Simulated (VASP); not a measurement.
# BeTe (F-43m) in VASP: settings compared

BeTe is run at these levels: HSE06, PBE0, r2SCANh; tasks: single point.

Everything below comes from runs of VASP 6.6.1. Logs are shortened: lines on timing, memory, paths and dates and some standing lists are left out, and cuts for length are marked.

**1. The cell of the first run**

The structure is cubic, space group F-43m (No. 216). The conventional cell has a = 5.631 Å, b = 5.631 Å, c = 5.631 Å, α = 90.00°, β = 90.00°, γ = 90.00°. Be (site symmetry -43m) has 4 Te at 2.44 Å within 3.2 Å. Te (site symmetry -43m) has 4 Be at 2.44 Å within 3.2 Å.

**2. Single point, HSE06**

File POSCAR:

```
BeTe
1.0
    0.0000000000      2.8156979457      2.8156979457
    2.8156979457      0.0000000000      2.8156979457
    2.8156979457      2.8156979457      0.0000000000
Be Te
1 1
Direct
    0.0000000000      0.0000000000      0.0000000000
    0.2500000000      0.2500000000      0.2500000000
```

File INCAR.step1:

```
SYSTEM = BeTe
ALGO = Normal
EDIFF = 1E-5
ENCUT = 520
GGA = PE
ISIF = 2
ISMEAR = -1
LASPH = .True.
LCHARG = .False.
LREAL = .False.
LWAVE = .True.
NBANDS = 11
NELM = 100
PREC = Accurate
SIGMA = 0.02
```

File INCAR.step2:

```
SYSTEM = BeTe
ALGO = Normal
EDIFF = 1E-7
ENCUT = 520
GGA = PE
HFSCREEN = 0.2079
ISIF = 2
ISMEAR = -1
ISTART = 1
LASPH = .True.
LCHARG = .False.
LHFCALC = .True.
LREAL = .False.
LWAVE = .False.
NBANDS = 11
NELM = 100
PREC = Accurate
PRECFOCK = Normal
SIGMA = 0.02
```

File KPOINTS:

```
k-points
0
Gamma
  6 6 6
  0 0 0
```

Potentials or basis: VASP PAW PBE potentials, release 64 (Be, Te).

Launch:

```
> cat potpaw_PBE.64/Be/POTCAR potpaw_PBE.64/Te/POTCAR > POTCAR
> cp INCAR.step1 INCAR
> mpirun -np 1 vasp_std > vasp.out
> cp INCAR.step2 INCAR
> mpirun -np 1 vasp_std > vasp.out
```

OUTCAR:

```text
SYSTEM = BeTe
   EDIFF = 1E-7
   ENCUT = 520
   GGA = PE
   HFSCREEN = 0.2079
   ISIF = 2
   ISMEAR = -1
   ISTART = 1
   LASPH = .True.
   LHFCALC = .True.
   LREAL = .False.
   NELM = 100
   PREC = Accurate
   PRECFOCK = Normal

 ion  position               nearest neighbor table
   1  0.000  0.000  0.000-   2 2.44   2 2.44   2 2.44   2 2.44
   2  0.250  0.250  0.250-   1 2.44   1 2.44   1 2.44   1 2.44

  LATTYP: Found a face centered cubic cell.
 ALAT       =     5.6313958914

  Lattice vectors:

 A1 = (   0.0000000000,   2.8156979457,   2.8156979457)
 A2 = (   2.8156979457,   0.0000000000,   2.8156979457)
 A3 = (   2.8156979457,   2.8156979457,   0.0000000000)

Analysis of symmetry for initial positions (statically):
=====================================================================
 Subroutine PRICEL returns:
 Original cell was already a primitive cell.

 Routine SETGRP: Setting up the symmetry group for a
 face centered cubic supercell.

 Subroutine GETGRP returns: Found 24 space group operations
 (whereof 24 operations were pure point group operations)
 out of a pool of 48 trial point group operations.

The static configuration has the point symmetry T_d .

Analysis of symmetry for dynamics (positions and initial velocities):
=====================================================================
 Subroutine PRICEL returns:
 Original cell was already a primitive cell.

 Routine SETGRP: Setting up the symmetry group for a
 face centered cubic supercell.

 Subroutine GETGRP returns: Found 24 space group operations
 (whereof 24 operations were pure point group operations)
 out of a pool of 48 trial point group operations.

The dynamic configuration has the point symmetry T_d .

 Subroutine INISYM returns: Found 24 space group operations
 (whereof 24 operations are pure point group operations),
 and found     1 'primitive' translations

----------------------------------------------------------------------------------------

                                     Primitive cell

  volume of cell :      44.6466

  direct lattice vectors                    reciprocal lattice vectors
     0.000000000  2.815697946  2.815697946    -0.177575866  0.177575866  0.177575866
     2.815697946  0.000000000  2.815697946     0.177575866 -0.177575866  0.177575866
     2.815697946  2.815697946  0.000000000     0.177575866  0.177575866 -0.177575866

  length of vectors
     3.981998222  3.981998222  3.981998222     0.307570421  0.307570421  0.307570421

  position of ions in fractional coordinates (direct lattice)
     0.000000000  0.000000000  0.000000000
     0.250000000  0.250000000  0.250000000

  ion indices of the primitive-cell ions
   primitive index   ion index
                 1           1
                 2           2

----------------------------------------------------------------------------------------

 KPOINTS: k-points

Automatic generation of k-mesh.
 Grid dimensions read from file:
 generate k-points for:    6    6    6

 Generating k-lattice:

  Cartesian coordinates                     Fractional coordinates (reciprocal lattice)
    -0.029595978  0.029595978  0.029595978     0.166666667  0.000000000  0.000000000
     0.029595978 -0.029595978  0.029595978     0.000000000  0.166666667  0.000000000
     0.029595978  0.029595978 -0.029595978     0.000000000  0.000000000  0.166666667

  Length of vectors
     0.051261737  0.051261737  0.051261737

  Shift w.r.t. Gamma in fractional coordinates (k-lattice)
     0.000000000  0.000000000  0.000000000

 Subroutine IBZKPT returns following result:
 ===========================================

 Found     16 irreducible k-points:

 Following reciprocal coordinates:
            Coordinates               Weight
  0.000000  0.000000  0.000000      1.000000
  0.166667  0.000000  0.000000      8.000000
  0.333333  0.000000  0.000000      8.000000
  0.500000  0.000000  0.000000      4.000000
  0.166667  0.166667  0.000000      6.000000
  0.333333  0.166667  0.000000     24.000000
[... 8 lines left out ...]
 -0.333333  0.333333  0.166667     24.000000
 -0.333333  0.500000  0.166667     12.000000
   k-points           NKPTS =     16   k-points in BZ     NKDIM =    216   number of bands    NBANDS=     11
   number of dos      NEDOS =    301   number of ions     NIONS =      2
   total plane-waves  NPLWV =  27000
   dimension x,y,z NGX =    30 NGY =   30 NGZ =   30
   dimension x,y,z NGXF=    60 NGYF=   60 NGZF=   60
   ions per type =               1   1
   NGX,Y,Z   is equivalent  to a cutoff of  12.52, 12.52, 12.52 a.u.
   NGXF,Y,Z  is equivalent  to a cutoff of  25.05, 25.05, 25.05 a.u.
 SYSTEM =  BeTe
   PREC   = accura    normal or accurate (medium, high low for compatibility)
   ISTART =      1    job   : 0-new  1-cont  2-samecut
   ICHARG =      0    charge: 1-file 2-atom 10-const
   ISPIN  =      1    spin polarized calculation?
   LNONCOLLINEAR =      F non collinear calculations
   LSORBIT =      F    spin-orbit coupling
   LASPH  =      T    aspherical Exc in radial PAW
   ENCUT  =  520.0 eV  38.22 Ry    6.18 a.u.   7.40  7.40  7.40*2*pi/ulx,y,z
   NELM   =    100;   NELMIN=  2; NELMDL=  0     # of ELM steps
   EDIFF  = 0.1E-06   stopping-criterion for ELM
   LREAL  =      F    real-space projection
   EDIFFG = 0.1E-05   stopping-criterion for IOM
   NSW    =      0    number of steps for IOM
   IBRION =     -1    ionic relax: 0-MD 1-quasi-New 2-CG
   NFREE  =      0    steps in history (QN), initial steepest desc. (CG)
   ISIF   =      2    stress and relaxation
   ISYM   =      3    0-nonsym 1-usesym 2-fastsym
   POTIM  = 0.5000    time-step for ionic-motion
   TEBEG  =    0.0;   TEEND  =   0.0 temperature during run
   PSTRESS=    0.0 pullay stress
   NELECT =       8.0000    total number of electrons
   NUPDOWN=      -1.0000    fix difference up-down
   EMIN   =  10.00;   EMAX   =-10.00  energy-range for DOS
   EFERMI =   0.00;   METHOD = LEGACY
   ISMEAR =    -1;   SIGMA  =   0.02  broadening in eV -4-tet -1-fermi 0-gaus
   EFERMI_NEDOS =   21; number of points for ismear=-14 and -15
   IALGO  =     38    algorithm
   IMIX   =      1    mixing-type and parameters
     AMIX     =   0.40;   BMIX     =  1.00
     AMIX_MAG =   1.60;   BMIX_MAG =  1.00
  volume/ion in A,a.u.               =      22.32       150.64
  Fermi-wavevector in a.u.,A,eV,Ry     =   0.922944  1.744112 11.589796  0.851826
  Thomas-Fermi vector in A             =   2.048527
   LORBIT       =      0    0 simple, 1 ext, 2 COOP (PROOUT), +10 PAW based schemes
   GGA     = PE    functional components
   LHFCALC =     T    Hartree Fock is set to
   PRECFOCK=normal    Normal, Fast or Accurate (Low or Medium for compatibility)
   ENCUT4O =  -1.0   cutoff for four orbital integrals eV
   NKREDX  =     1    reduce k-point grid by
   NKREDY  =     1    reduce k-point grid by
   NKREDZ  =     1    reduce k-point grid by
   AEXX    =    0.2500 exact exchange contribution
   HFSCREEN=    0.2079 screening length (either q_TF or 0.3 A-1)
   HFSCREENC=   0.2079 screening length for correlation (either q_TF or 0.3 A-1)
   ENCUTFOCK=  -1.0 apply spherical cutoff to Coloumb kernel
   IVDW    =     0    specifies the selected vdW correction
   LEPSILON=     F    determine dielectric tensor
   LRPA    =     F    only Hartree local field effects (RPA)
 non-spin polarized calculation
  energy-cutoff  :      520.00
  volume of cell :       44.65
 maximum number of plane-waves:      1243
 NGX is ok and might be reduce to    30
  NGX = 24; NGY = 24; NGZ = 24

 number of electron       8.0000000 magnetization

 Free energy of the ion-electron system (eV)
  ---------------------------------------------------
  ext. energy  EPLUGINS =         0.00000000
  ---------------------------------------------------
  free energy    TOTEN  =        -8.75290079 eV

  energy without entropy =       -8.75290079  energy(sigma->0) =       -8.75290079

 E-fermi :   5.0925     XC(G=0):  -7.5663

 val. band max:        4.6216082380   @ k =   0.0000   0.0000   0.0000
 cond. band min:       7.2586386111   @ k =   0.5000   0.5000   0.0000
 fundamental gap:      2.6370303732
 Fermi energy:         5.0925305755

 k-point     1 :       0.0000    0.0000    0.0000
  band No.  band energies     occupation
      1      -8.8298      2.00000
      2       4.6216      2.00000
      3       4.6216      2.00000
      4       4.6216      2.00000
      5       9.0924      0.00000
      6       9.0924      0.00000
      7       9.0924      0.00000
      8       9.2129      0.00000
      9      13.9886      0.00000
     10      15.9115      0.00000
     11      15.9115      0.00000

 k-point     2 :       0.1667    0.0000    0.0000
  band No.  band energies     occupation
      1      -8.5407      2.00000
      2       2.4822      2.00000
      3       4.2227      2.00000
      4       4.2227      2.00000
      5       8.8869      0.00000
      6       9.6684      0.00000
      7       9.6684      0.00000
      8      11.3357      0.00000
      9      14.6280      0.00000
     10      14.6994      0.00000
     11      14.6994      0.00000

 k-point     3 :       0.3333    0.0000    0.0000
  band No.  band energies     occupation
      1      -7.8127      2.00000
      2      -0.2585      2.00000
      3       3.6333      2.00000
      4       3.6333      2.00000
      5       8.5733      0.00000
      6      10.1409      0.00000
      7      10.1409      0.00000
      8      13.4707      0.00000
      9      15.0253      0.00000
     10      15.2905      0.00000
     11      15.2905      0.00000
[... 155 lines left out ...]
 k-point    15 :      -0.3333    0.3333    0.1667
  band No.  band energies     occupation
      1      -6.8852      2.00000
      2      -0.7197      2.00000
      3       0.8276      2.00000
      4       2.0271      2.00000
      5       9.9342      0.00000
      6      10.2006      0.00000
      7      12.5948      0.00000
      8      12.9029      0.00000
      9      14.3801      0.00000
     10      17.7706      0.00000
     11      18.5532      0.00000

 k-point    16 :      -0.3333    0.5000    0.1667
  band No.  band energies     occupation
      1      -6.7238      2.00000
      2      -0.6698      2.00000
      3       0.9404      2.00000
      4       1.2895      2.00000
      5       9.1039      0.00000
      6       9.7258      0.00000
      7      13.0305      0.00000
      8      13.3612      0.00000
      9      16.8452      0.00000
     10      17.7089      0.00000
     11      18.7362      0.00000

------------------------ aborting loop because EDIFF is reached ----------------------------------------

  FORCE on cell =-STRESS in cart. coord.  units (eV):
  Direction    XX          YY          ZZ          XY          YZ          ZX
  --------------------------------------------------------------------------------------
  -------------------------------------------------------------------------------------
  Total       -0.0348205     -0.0348205     -0.0348205     -0.0000000     -0.0000000      0.0000000
  in kB       -1.2495606     -1.2495606     -1.2495606     -0.0000000     -0.0000000      0.0000000
  external PRESSURE =      -1.2495606 kB  Pullay stress =       0.0000000 kB

 VOLUME and BASIS-vectors are now :
 -----------------------------------------------------------------------------
  energy-cutoff  :      520.00
  volume of cell :       44.65
      direct lattice vectors                 reciprocal lattice vectors
     0.000000000  2.815697946  2.815697946    -0.177575866  0.177575866  0.177575866
     2.815697946  0.000000000  2.815697946     0.177575866 -0.177575866  0.177575866
     2.815697946  2.815697946  0.000000000     0.177575866  0.177575866 -0.177575866

 POSITION                                       TOTAL-FORCE (eV/Angst)
 -----------------------------------------------------------------------------------
      0.00000      0.00000      0.00000         0.000000      0.000000     -0.000000
      1.40785      1.40785      1.40785        -0.000000     -0.000000      0.000000
 -----------------------------------------------------------------------------------
    total drift:                                0.000000      0.000000     -0.000000

  FREE ENERGIE OF THE ION-ELECTRON SYSTEM (eV)
  ---------------------------------------------------
  free  energy   TOTEN  =        -8.7529007892 eV

  energy  without entropy=       -8.7529007892  energy(sigma->0) =       -8.75290079
```

Wall time 17 min (1 thread of Intel Xeon Platinum 8259CL at 2.50GHz (Skylake/Cascade Lake), shared host); peak memory 0.3 GiB.

What came out:

```
Free energy            : -8.7529 eV
Pressure               : -0.1 GPa
Band gap on the k mesh : 2.64 eV (least direct gap 4.47 eV)
```

Levels at points of the mesh, in eV from the valence-band top:
| k point | band 2 | band 3 | band 4 | band 5 | band 6 | band 7 |
| --- | --- | --- | --- | --- | --- | --- |
| (0.00, 0.00, 0.00) | 0.00 | 0.00 | 0.00 | 4.47 | 4.47 | 4.47 |
| (0.50, 0.00, 0.00) | -6.11 | -1.22 | -1.22 | 3.83 | 5.47 | 5.47 |
| (0.50, 0.50, 0.00) | -5.66 | -2.88 | -2.88 | 2.64 | 3.38 | 11.08 |

Caveat: the PAW data sets were made with another functional, which shifts forces and pressure a little; spin-orbit coupling is left out, which moves the levels of the heavy elements. A k mesh can miss the band edges.

(Part 1 of 3 ends here.)
